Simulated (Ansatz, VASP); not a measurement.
One calculation of Al3GaIr, two programs

```
CELL_PARAMETERS angstrom
4.76884 0.00000 0.00000
0.00000 4.76884 0.00000
0.00000 0.00000 4.76884
ATOMIC_POSITIONS crystal
Al 0.50000 0.00000 0.50000
Al 0.00000 0.50000 0.50000
Al 0.50000 0.50000 0.00000
Ga 0.00000 0.00000 0.00000
Ir 0.50000 0.50000 0.50000
```

Change from the starting cell: species swapped into the ZnFe3C type (Pm-3m, No. 221).

Alike in both runs: functional PBE; k mesh 8 × 8 × 8; occupations gaussian, width 0.1 eV; no spin polarisation.

Ansatz relaxed the structure, and its values are those at the end. VASP's run is a single point on that final structure, the one shown.

|  | VASP | Ansatz |
| --- | --- | --- |
| version | VASP 6.6.1 | Ansatz 0.2.0 |
| potentials or method | VASP PAW PBE potentials, release 64 (Al, Ga_d, Ir), cutoff 520 eV | scalar-relativistic, plane waves, PAW |
| valence electrons in the cell | 31 | 39 |

```tsv
	VASP	Ansatz	Ansatz less VASP
gap on the k mesh at the Fermi level (eV)	none	none	-
pressure (GPa)	0.0	0.0	+0.03
```

A gap of «none» marks a metal or a gap that the smearing closes. VASP's potentials hold 31 valence electrons a cell and Ansatz's 39, so a difference there can come from the potentials and not from the codes.

Neither program's run includes spin-orbit coupling.
